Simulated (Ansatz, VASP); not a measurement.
# One calculation of Cs, two programs

```
CELL_PARAMETERS angstrom
-2.88408 2.88408 2.88408
2.88408 -2.88408 2.88408
2.88408 2.88408 -2.88408
ATOMIC_POSITIONS crystal
Cs 0.00000 0.00000 0.00000
```

Alike in both runs: task single point; functional LDA; k mesh 8 × 8 × 8; occupations fermi-dirac, width 0.03 eV; no spin polarisation.

|  | VASP | Ansatz |
| --- | --- | --- |
| version | VASP 6.6.1 | Ansatz 0.2.0 |
| potentials or method | VASP PAW LDA potentials, release 64 (Cs_sv), cutoff 520 eV | plane waves (420 eV) with PAW, scalar-relativistic |
| valence electrons in the cell | 9 | 9 |

```tsv
	VASP	Ansatz	Ansatz less VASP
pressure (GPa)	0.0	0.0	+0.01
```

Ansatz warns that its potentials were made for another functional, while VASP's fit it. LDA's correlation is that of Perdew and Zunger in VASP and of Perdew and Wang (1992) in Ansatz.

Spin-orbit coupling is off throughout.
